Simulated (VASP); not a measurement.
# MgC2 (P4_2/mnm) in VASP: further runs

Aim: see how the results for MgC2 move with the level of theory and the settings. Levels: PBE+D4, LDA, r2SCAN, PBE, PBE+D3(BJ). Tasks: relaxation of cell and atoms, single point.

Program: VASP 6.6.1. These are calculated values, not measurements. Logs are shortened: lines on timing, memory, paths and dates and some standing lists are left out, and cuts for length are marked.

## 1. The cell of the first run

The structure is tetragonal, space group P4_2/mnm (No. 136). Conventional cell: a = 3.951 Å, b = 3.951 Å, c = 4.987 Å, α = 90.00°, β = 90.00°, γ = 90.00°. Mg (site symmetry mmm) has 10 C at 2.17 to 2.86 Å within 2.9 Å. Within 1.7 Å of C (site symmetry m2m) lie 1 C at 1.26 Å.

## 2. Relaxation of cell and atoms, PBE+D4

The input, INCAR:

```
SYSTEM = MgC2
PREC = Accurate
ENCUT = 600
EDIFF = 1E-6
ISMEAR = -1
SIGMA = 0.05
LREAL = .False.
LASPH = .True.
NELM = 60
ALGO = Normal
ISIF = 3
LWAVE = .False.
LCHARG = .False.
GGA = PE
IVDW = 13
IBRION = 2
NSW = 60
EDIFFG = -0.01
```

The input, KPOINTS:

```
Automatic mesh
0
Gamma
  5 5 5
  0 0 0
```

The input, POSCAR:

```
MgC2
1.0
    3.9507770000      0.0000000000      0.0000000000
    0.0000000000      3.9507770000      0.0000000000
    0.0000000000      0.0000000000      4.9870890000
Mg C
2 4
Direct
    0.0000000000      0.0000000000      0.5000000000
    0.5000000000      0.5000000000      0.0000000000
    0.3876550000      0.6123450000      0.5000000000
    0.1123450000      0.1123450000      0.0000000000
    0.6123450000      0.3876550000      0.5000000000
    0.8876550000      0.8876550000      0.0000000000
```

Potentials or basis: VASP PAW PBE potentials, release 64 (Mg, C).

Launch:

```bash
cat potpaw_PBE.64/Mg/POTCAR potpaw_PBE.64/C/POTCAR > POTCAR
mpirun -np 1 vasp_std > vasp.out
```

OUTCAR:

```text
SYSTEM = MgC2
   PREC = Accurate
   ENCUT = 600
   EDIFF = 1E-6
   ISMEAR = -1
   LREAL = .False.
   LASPH = .True.
   NELM = 60
   ISIF = 3
   GGA = PE
   IVDW = 13
   IBRION = 2
   NSW = 60
   EDIFFG = -0.01

 ion  position               nearest neighbor table
   1  0.000  0.000  0.500-   3 2.17   5 2.17   4 2.57   6 2.57   4 2.57   6 2.57   5 2.86   3 2.86
                             5 2.86   3 2.86
   2  0.500  0.500  0.000-   4 2.17   6 2.17   5 2.57   3 2.57   3 2.57   5 2.57   4 2.86   4 2.86
                             6 2.86   6 2.86
   3  0.388  0.612  0.500-   5 1.26   1 2.17   2 2.57   2 2.57   1 2.86   1 2.86
   4  0.112  0.112  0.000-   6 1.26   2 2.17   1 2.57   1 2.57   2 2.86   2 2.86
   5  0.612  0.388  0.500-   3 1.26   1 2.17   2 2.57   2 2.57   1 2.86   1 2.86
   6  0.888  0.888  0.000-   4 1.26   2 2.17   1 2.57   1 2.57   2 2.86   2 2.86

  LATTYP: Found a simple tetragonal cell.
 ALAT       =     3.9507770000
 C/A-ratio  =     1.2623058705

  Lattice vectors:

 A1 = (   3.9507770000,   0.0000000000,   0.0000000000)
 A2 = (   0.0000000000,   3.9507770000,   0.0000000000)
 A3 = (   0.0000000000,   0.0000000000,   4.9870890000)

Analysis of symmetry for initial positions (statically):
=====================================================================
 Subroutine PRICEL returns:
 Original cell was already a primitive cell.

 Routine SETGRP: Setting up the symmetry group for a
 simple tetragonal supercell.

 Subroutine GETGRP returns: Found 16 space group operations
 (whereof  8 operations were pure point group operations)
 out of a pool of 16 trial point group operations.

The static configuration has the point symmetry D_2h.
 The point group associated with its full space group is D_4h.

Analysis of symmetry for dynamics (positions and initial velocities):
=====================================================================
 Subroutine PRICEL returns:
 Original cell was already a primitive cell.

 Routine SETGRP: Setting up the symmetry group for a
 simple tetragonal supercell.

 Subroutine GETGRP returns: Found 16 space group operations
 (whereof  8 operations were pure point group operations)
 out of a pool of 16 trial point group operations.

The dynamic configuration has the point symmetry D_2h.
 The point group associated with its full space group is D_4h.

 Subroutine INISYM returns: Found 16 space group operations
 (whereof  8 operations are pure point group operations),
 and found     1 'primitive' translations

----------------------------------------------------------------------------------------

                                     Primitive cell

  volume of cell :      77.8417

  direct lattice vectors                    reciprocal lattice vectors
     3.950777000  0.000000000  0.000000000     0.253114767  0.000000000  0.000000000
     0.000000000  3.950777000  0.000000000     0.000000000  0.253114767  0.000000000
     0.000000000  0.000000000  4.987089000     0.000000000  0.000000000  0.200517777

  length of vectors
     3.950777000  3.950777000  4.987089000     0.253114767  0.253114767  0.200517777

  position of ions in fractional coordinates (direct lattice)
     0.000000000  0.000000000  0.500000000
     0.500000000  0.500000000  0.000000000
     0.387655000  0.612345000  0.500000000
     0.112345000  0.112345000  0.000000000
     0.612345000  0.387655000  0.500000000
     0.887655000  0.887655000  0.000000000

  ion indices of the primitive-cell ions
   primitive index   ion index
                 1           1
                 2           2
                 3           3
                 4           4
                 5           5
                 6           6

----------------------------------------------------------------------------------------

 KPOINTS: Automatic mesh

Automatic generation of k-mesh.
 Grid dimensions read from file:
 generate k-points for:    5    5    5

 Generating k-lattice:

  Cartesian coordinates                     Fractional coordinates (reciprocal lattice)
     0.050622953  0.000000000  0.000000000     0.200000000  0.000000000  0.000000000
     0.000000000  0.050622953  0.000000000     0.000000000  0.200000000  0.000000000
     0.000000000  0.000000000  0.040103555     0.000000000  0.000000000  0.200000000

  Length of vectors
     0.050622953  0.050622953  0.040103555

  Shift w.r.t. Gamma in fractional coordinates (k-lattice)
     0.000000000  0.000000000  0.000000000

 Subroutine IBZKPT returns following result:
 ===========================================

 Found     18 irreducible k-points:

 Following reciprocal coordinates:
            Coordinates               Weight
  0.000000  0.000000  0.000000      1.000000
  0.200000  0.000000  0.000000      4.000000
  0.400000  0.000000  0.000000      4.000000
  0.200000  0.200000  0.000000      4.000000
  0.400000  0.200000  0.000000      8.000000
  0.400000  0.400000  0.000000      4.000000
[... 10 lines left out ...]
  0.400000  0.200000  0.400000     16.000000
  0.400000  0.400000  0.400000      8.000000
   k-points           NKPTS =     18   k-points in BZ     NKDIM =     18   number of bands    NBANDS=     14
   number of dos      NEDOS =    301   number of ions     NIONS =      6
   total plane-waves  NPLWV =  40960
   dimension x,y,z NGX =    32 NGY =   32 NGZ =   40
   dimension x,y,z NGXF=    64 NGYF=   64 NGZF=   80
   ions per type =               2   4
   NGX,Y,Z   is equivalent  to a cutoff of  13.47, 13.47, 13.33 a.u.
   NGXF,Y,Z  is equivalent  to a cutoff of  26.93, 26.93, 26.67 a.u.
 SYSTEM =  MgC2
   PREC   = accura    normal or accurate (medium, high low for compatibility)
   ISTART =      0    job   : 0-new  1-cont  2-samecut
   ICHARG =      2    charge: 1-file 2-atom 10-const
   ISPIN  =      1    spin polarized calculation?
   LNONCOLLINEAR =      F non collinear calculations
   LSORBIT =      F    spin-orbit coupling
   LASPH  =      T    aspherical Exc in radial PAW
   ENCUT  =  600.0 eV  44.10 Ry    6.64 a.u.   7.89  7.89  9.96*2*pi/ulx,y,z
   NELM   =     60;   NELMIN=  2; NELMDL= -5     # of ELM steps
   EDIFF  = 0.1E-05   stopping-criterion for ELM
   LREAL  =      F    real-space projection
   EDIFFG = -.1E-01   stopping-criterion for IOM
   NSW    =     60    number of steps for IOM
   IBRION =      2    ionic relax: 0-MD 1-quasi-New 2-CG
   NFREE  =      1    steps in history (QN), initial steepest desc. (CG)
   ISIF   =      3    stress and relaxation
   ISYM   =      2    0-nonsym 1-usesym 2-fastsym
   POTIM  = 0.5000    time-step for ionic-motion
   TEBEG  =    0.0;   TEEND  =   0.0 temperature during run
   PSTRESS=    0.0 pullay stress
   NELECT =      20.0000    total number of electrons
   NUPDOWN=      -1.0000    fix difference up-down
   EMIN   =  10.00;   EMAX   =-10.00  energy-range for DOS
   EFERMI =   0.00;   METHOD = LEGACY
   ISMEAR =    -1;   SIGMA  =   0.05  broadening in eV -4-tet -1-fermi 0-gaus
   EFERMI_NEDOS =   21; number of points for ismear=-14 and -15
   IALGO  =     38    algorithm
   IMIX   =      4    mixing-type and parameters
     AMIX     =   0.40;   BMIX     =  1.00
     AMIX_MAG =   1.60;   BMIX_MAG =  1.00
  volume/ion in A,a.u.               =      12.97        87.55
  Fermi-wavevector in a.u.,A,eV,Ry     =   1.040752  1.966737 14.737364  1.083166
  Thomas-Fermi vector in A             =   2.175342
   LORBIT       =      0    0 simple, 1 ext, 2 COOP (PROOUT), +10 PAW based schemes
   GGA     = PE    functional components
   LHFCALC =     F    Hartree Fock is set to
   AEXX    =    0.0000 exact exchange contribution
   IVDW    =    13    specifies the selected vdW correction
   LEPSILON=     F    determine dielectric tensor
   LRPA    =     F    only Hartree local field effects (RPA)
 conjugate gradient relaxation of ions
 non-spin polarized calculation
  energy-cutoff  :      600.00
  volume of cell :       77.84
 maximum number of plane-waves:      2612
 NGX is ok and might be reduce to    32
   NGX = 15   NGY = 15   NGZ = 19

--------------------------------------- Ionic step        1  -------------------------------------------

 number of electron      20.0000001 magnetization

 Free energy of the ion-electron system (eV)
  ---------------------------------------------------
  ext. energy  EPLUGINS =         0.00000000
  ---------------------------------------------------
  free energy    TOTEN  =       -37.38519378 eV

  energy without entropy =      -37.38519378  energy(sigma->0) =      -37.38519378

------------------------ aborting loop because EDIFF is reached ----------------------------------------

  DFT-D4 for vdW energy calculation

  Edisp (eV):   -1.11647

  FORCE on cell =-STRESS in cart. coord.  units (eV):
  Direction    XX          YY          ZZ          XY          YZ          ZX
  --------------------------------------------------------------------------------------
  -------------------------------------------------------------------------------------
  Total      -0.93516    -0.93516    -0.42747     0.00000     0.00000     0.00000
  in kB     -19.24800   -19.24800    -8.79848     0.00000     0.00000     0.00000
  external pressure =      -15.76 kB  Pullay stress =        0.00 kB

 VOLUME and BASIS-vectors are now :
 -----------------------------------------------------------------------------
  energy-cutoff  :      600.00
  volume of cell :       77.84
      direct lattice vectors                 reciprocal lattice vectors
     3.950777000  0.000000000  0.000000000     0.253114767  0.000000000  0.000000000
     0.000000000  3.950777000  0.000000000     0.000000000  0.253114767  0.000000000
     0.000000000  0.000000000  4.987089000     0.000000000  0.000000000  0.200517777
[... 221 lines left out ...]
 POSITION                                       TOTAL-FORCE (eV/Angst)
 -----------------------------------------------------------------------------------
      3.92643      0.00000      2.49309        -0.000000      0.000000      0.000000
      1.96322      1.96322      4.98618        -0.000000      0.000000      0.000000
      1.51955      2.40688      2.49309         0.005952     -0.005952      0.000000
      0.44366      0.44366      0.00000        -0.005952     -0.005952      0.000000
      2.40688      1.51955      2.49309        -0.005952      0.005952      0.000000
      3.48277      3.48277      4.98618         0.005952      0.005952      0.000000
 -----------------------------------------------------------------------------------
    total drift:                                0.000000     -0.000000      0.000000

  FREE ENERGIE OF THE ION-ELECTRON SYSTEM (eV)
  ---------------------------------------------------
  free  energy   TOTEN  =       -38.5083840240 eV

  energy  without entropy=      -38.5083840239  energy(sigma->0) =      -38.50838402

--------------------------------------- Ionic step        7  -------------------------------------------

 number of electron      20.0000000 magnetization

 Free energy of the ion-electron system (eV)
  ---------------------------------------------------
  ext. energy  EPLUGINS =         0.00000000
  ---------------------------------------------------
  free energy    TOTEN  =       -37.38329061 eV

  energy without entropy =      -37.38329061  energy(sigma->0) =      -37.38329061

 E-fermi :   2.1839     XC(G=0):  -9.5550

 val. band max:        1.1012896775   @ k =   0.4000   0.4000   0.4000
 cond. band min:       3.7243590038   @ k =   0.0000   0.0000   0.0000
 fundamental gap:      2.6230693263
 Fermi energy:         2.1839313889

 k-point     1 :       0.0000    0.0000    0.0000
  band No.  band energies     occupation
      1     -11.7463      2.00000
      2     -10.8594      2.00000
      3      -2.3122      2.00000
      4      -1.8575      2.00000
      5      -1.8575      2.00000
      6      -1.8321      2.00000
      7      -0.2319      2.00000
      8       0.7673      2.00000
      9       0.8089      2.00000
     10       0.8089      2.00000
     11       3.7244      0.00000
     12       6.3362      0.00000
     13       6.7775      0.00000
     14       6.7775      0.00000

 k-point     2 :       0.2000    0.0000    0.0000
  band No.  band energies     occupation
      1     -11.6161      2.00000
      2     -10.8823      2.00000
      3      -2.5392      2.00000
      4      -2.5160      2.00000
      5      -2.0615      2.00000
      6      -1.3428      2.00000
      7       0.0689      2.00000
      8       0.4436      2.00000
      9       0.5851      2.00000
     10       0.8698      2.00000
[... 300 lines left out ...]
 POSITION                                       TOTAL-FORCE (eV/Angst)
 -----------------------------------------------------------------------------------
      0.00000      0.00000      2.49973         0.000000     -0.000000      0.000000
      1.96141      1.96141      0.00000         0.000000     -0.000000      0.000000
      1.51787      2.40496      2.49973        -0.000768      0.000768      0.000000
      0.44355      0.44355      0.00000         0.000768      0.000768      0.000000
      2.40496      1.51787      2.49973         0.000768     -0.000768     -0.000000
      3.47928      3.47928      0.00000        -0.000768     -0.000768     -0.000000
 -----------------------------------------------------------------------------------
    total drift:                                0.000000      0.000000      0.000000

  FREE ENERGIE OF THE ION-ELECTRON SYSTEM (eV)
  ---------------------------------------------------
  free  energy   TOTEN  =       -38.5086524179 eV

  energy  without entropy=      -38.5086524178  energy(sigma->0) =      -38.50865242

 reached required accuracy - stopping structural energy minimisation
```

Wall time 2.5 min (1 thread of Intel Xeon 8259CL, shared host); peak memory 0.21 GiB.

What came out:

| Quantity | Value |
| --- | --- |
| Free energy | -38.5087 eV |
| Relaxed volume | 12.82 Å³/atom |
| Relaxed cell | a = 3.923 Å, b = 3.923 Å, c = 4.999 Å, α = 90.00°, β = 90.00°, γ = 90.00° |
| Space group after relaxing (to 0.1 Å) | P4_2/mnm (No. 136) |
| Energy gained by relaxing | 1.2 meV/atom |
| Ionic steps | 7 |
| Pressure after relaxing | -0.1 GPa |
| Band gap on the k mesh | 2.62 eV (least direct gap 2.92 eV) |
| Dispersion energy per atom | -0.188 eV |

Step by step:
```csv
step,energy change (eV),largest force (eV/Å),pressure (GPa),volume (Å³)
1,0.0000,0.0593,-1.58,77.84
2,-0.0043,0.2358,1.33,76.41
3,-0.0057,0.1786,0.30,76.87
4,0.0088,1.0744,-0.88,76.55
5,-0.0062,0.0148,0.11,76.82
6,-0.0067,0.0084,0.03,76.87
7,-0.0070,0.0011,-0.07,76.93
```

Final structure:
```cif
data_structure
_symmetry_space_group_name_H-M 'P 1'
_symmetry_Int_Tables_number 1
_cell_length_a 3.9228
_cell_length_b 3.9228
_cell_length_c 4.9995
_cell_angle_alpha 90.000
_cell_angle_beta 90.000
_cell_angle_gamma 90.000
_cell_volume 76.93
loop_
_atom_site_label
_atom_site_type_symbol
_atom_site_fract_x
_atom_site_fract_y
_atom_site_fract_z
_atom_site_occupancy
Mg1 Mg 0.00000 0.00000 0.50000 1
Mg2 Mg 0.50000 0.50000 0.00000 1
C1 C 0.38693 0.61307 0.50000 1
C2 C 0.11307 0.11307 0.00000 1
C3 C 0.61307 0.38693 0.50000 1
C4 C 0.88693 0.88693 0.00000 1
```

A k mesh can miss the band edges.

## 3. Relaxation of cell and atoms, LDA

The input, INCAR:

```
PREC = Accurate
ENCUT = 600
EDIFF = 1E-6
ISMEAR = -1
SIGMA = 0.05
LREAL = F
LASPH = T
NELM = 60
ALGO = Normal
ISIF = 3
LWAVE = F
LCHARG = F
IBRION = 2
NSW = 60
EDIFFG = -0.01
```

The input, KPOINTS:

```
regular mesh
0
Gamma
  5 5 5
```

POSCAR is that of step 2.

Potentials or basis: VASP PAW LDA potentials, release 64 (Mg, C).

Launch:

```bash
cat potpaw_LDA.64/Mg/POTCAR potpaw_LDA.64/C/POTCAR > POTCAR
mpirun -np 1 vasp_std > vasp.out
```

Run time: 3.9 min. Hardware: 1 thread of Intel Xeon 8259CL, shared host; peak memory 0.18 GiB.

Results (log left out):

```yaml
Free_energy: -41.1994 eV
Relaxed_volume: 12.07 Å³/atom
Relaxed_cell: a = 3.878 Å, b = 3.878 Å, c = 4.817 Å, α = 90.00°, β = 90.00°, γ = 90.00°
Space_group_after_relaxing_to_0.1_Å: P4_2/mnm (No. 136)
Energy_gained_by_relaxing: 16.2 meV/atom
Ionic_steps: 17
Pressure_after_relaxing: 0.0 GPa
Band_gap_on_the_k_mesh: 2.29 eV (least direct gap 2.61 eV)
```

Forces on the atoms (eV/Å):
```
Mg   0.000  0.000  0.000
Mg   0.000  0.000  0.000
C    0.002 -0.002  0.000
C   -0.002 -0.002  0.000
C   -0.002  0.002  0.000
C    0.002  0.002  0.000
```

The path:
| step | energy change (eV) | largest force (eV/Å) | pressure (GPa) | volume (Å³) |
| --- | --- | --- | --- | --- |
| 1 | 0.0000 | 0.3784 | -6.00 | 77.84 |
| 2 | 0.2143 | 5.6812 | 8.50 | 72.49 |
| 3 | -0.0350 | 1.0337 | -2.55 | 76.31 |
| 4 | -0.0918 | 0.0236 | -0.54 | 73.27 |
| 5 | -0.0925 | 0.1052 | -0.24 | 72.89 |
| 6 | -0.0924 | 0.0820 | -0.29 | 72.96 |
| 7 | -0.0938 | 0.1008 | 0.21 | 72.71 |
| 8 | -0.0940 | 0.1997 | 0.48 | 72.58 |
| 9 | -0.0946 | 0.1681 | 0.48 | 72.52 |
| 10 | -0.0958 | 0.0737 | 0.49 | 72.34 |
| 11 | -0.0961 | 0.1127 | 0.52 | 71.98 |
| 12 | -0.0963 | 0.0437 | 0.51 | 72.12 |
| 13 | -0.0965 | 0.0350 | 0.47 | 72.15 |
| 14 | -0.0970 | 0.0114 | 0.35 | 72.23 |
| 15 | -0.0974 | 0.0362 | 0.12 | 72.41 |
| 16 | -0.0974 | 0.0585 | -0.07 | 72.45 |
| 17 | -0.0975 | 0.0024 | 0.03 | 72.43 |

Final structure:
```
Mg C
1.0
     3.87762    0.00000    0.00000
     0.00000    3.87762    0.00000
     0.00000    0.00000    4.81692
Mg C
2 4
Cartesian
  0.0000 0.0000 2.4085
  1.9388 1.9388 0.0000
  1.4985 2.3791 2.4085
  0.4403 0.4403 0.0000
  2.3791 1.4985 2.4085
  3.4373 3.4373 0.0000
```

Levels at points of the mesh, in eV from the valence-band top:
| k point | band 8 | band 9 | band 10 | band 11 | band 12 | band 13 |
| --- | --- | --- | --- | --- | --- | --- |
| (0.00, 0.00, 0.00) | -0.47 | -0.32 | -0.32 | 2.29 | 5.28 | 5.52 |

A k mesh can miss the band edges.

(Part 1 of 2 ends here.)
